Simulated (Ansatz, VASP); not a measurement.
ZnO: VASP beside Ansatz

File INCAR:

```
PREC = Accurate
ENCUT = 520
EDIFF = 1E-6
ISMEAR = -1
SIGMA = 0.02
LREAL = False
LASPH = True
NELM = 60
ALGO = Normal
ISIF = 2
LWAVE = False
LCHARG = False
GGA = PE
NBANDS = 16
```

The input KPOINTS:

```
Automatic mesh
0
Gamma
  10 10 10
```

Contents of POSCAR:

```
ZnO
1.0
    0.0991186987      2.1511656889      2.1511656889
    2.1511656889      0.0991186987      2.1511656889
    2.1511656889      2.1511656889      0.0991186987
Zn O
1 1
Direct
    0.0000000000      0.0000000000      0.0000000000
    0.5000000000      0.5000000000      0.5000000000
```

Input for Ansatz:

```yaml
crystal:
  lattice:
    - [0.0991186987, 2.1511656889, 2.1511656889]
    - [2.1511656889, 0.0991186987, 2.1511656889]
    - [2.1511656889, 2.1511656889, 0.0991186987]
  atoms:
    - { symbol: Zn, position: [0.0, 0.0, 0.0] }
    - { symbol: O, position: [0.5, 0.5, 0.5] }
kpoints:
  mp_grid: { grid: [10, 10, 10] }
  band_path:
    path:
      - [0.0, 0.0, 0.0]
      - [0.5, 0.0, 0.5]
      - [0.625, 0.25, 0.625]
      - [0.375, 0.375, 0.75]
      - [0.5, 0.5, 0.5]
      - [0.5, 0.25, 0.75]
    npoints: 1
hamiltonian:
  xc: pbe
scf:
  occupations: { method: fermi_dirac, width: 0.02 }
  n_extra_bands: 4
output:
  forces: true
  stress: true
  eigenvalues: true
```

Change from the starting cell: epitaxial_111 strain -3.8%.

Alike in both runs: task single point; functional PBE; k mesh 10 × 10 × 10; occupations fermi-dirac, width 0.02 eV; no spin polarisation.

```csv
,VASP,Ansatz
version,VASP 6.6.1,Ansatz 0.2.0
potentials or method,"VASP PAW PBE potentials, release 64 (Zn, O)","plane waves, PAW"
plane-wave cutoff (eV),520,420
valence electrons in the cell,18,18
```

```csv
,VASP,Ansatz,Ansatz less VASP
gap on the k mesh at the Fermi level (eV),1.03,1.07,+0.034
pressure (GPa),19.6,18.2,-1.46
"traceless stress, the component that is largest in VASP (GPa)",-4.23,-4.30,-0.066
```

The functional is the same, so the differences come from potentials, cutoffs and numerics.
